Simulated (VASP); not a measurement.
Wanted: the native input for a VASP 6.6.1 run.

- Task: electric field gradients
- Functional: PBEsol
- Potentials or basis: VASP PAW PBE potentials, release 64 (Li_sv)
- Cutoff: 520 eV
- k mesh: 12 × 12 × 12
- Occupations: fermi-dirac, width 0.05 eV
- Spin: no spin polarisation
- Dipole correction: no
- Further INCAR settings: ALGO = Normal; EDIFF = 1e-08; NBANDS = 12

The structure of Li lies in POSCAR:

```
Li
1.0
    1.5504989657      0.8951809952      7.7400660000
   -1.5504989657      0.8951809952      7.7400660000
    0.0000000000     -1.7903619905      7.7400660000
Li
3
Direct
    0.0000000000      0.0000000000      0.0000000000
    0.2220000000      0.2220000000      0.2220000000
    0.7780000000      0.7780000000      0.7780000000
```

This cell differs from its parent crystal: zz strain of +2 %.

The input as run:

INCAR

```
SYSTEM = Li
PREC = Accurate ; ENCUT = 520
EDIFF = 1E-8 ; ISMEAR = -1
SIGMA = 0.05 ; LREAL = .FALSE.
LASPH = .TRUE. ; NELM = 80
ALGO = Normal ; ISIF = 2
LWAVE = .FALSE. ; LCHARG = .FALSE.
GGA = PS ; LEFG = .TRUE.
NBANDS = 12
```

KPOINTS

```
Automatic mesh
0
G
  12 12 12
  0 0 0
```

Potentials or basis: VASP PAW PBE potentials, release 64 (Li_sv).

Command:

```bash
$ cat potpaw_PBE.64/Li_sv/POTCAR > POTCAR
$ mpirun -np 1 vasp_std > vasp.out
```

Results of the run:

- Largest force: 0.008 eV/Å

Caveat: the cell differs from its parent crystal (zz strain of +2 %); without QUAD_EFG the Cq values of the log hold for a quadrupole moment of 1 mb, not for the nuclei; the PAW data sets were made with another functional, which shifts forces and pressure a little.

It took 6.2 min on 1 thread of Intel(R) Xeon(R) 6975P-C (Granite Rapids), on a shared host, peak memory 0.5 GiB.
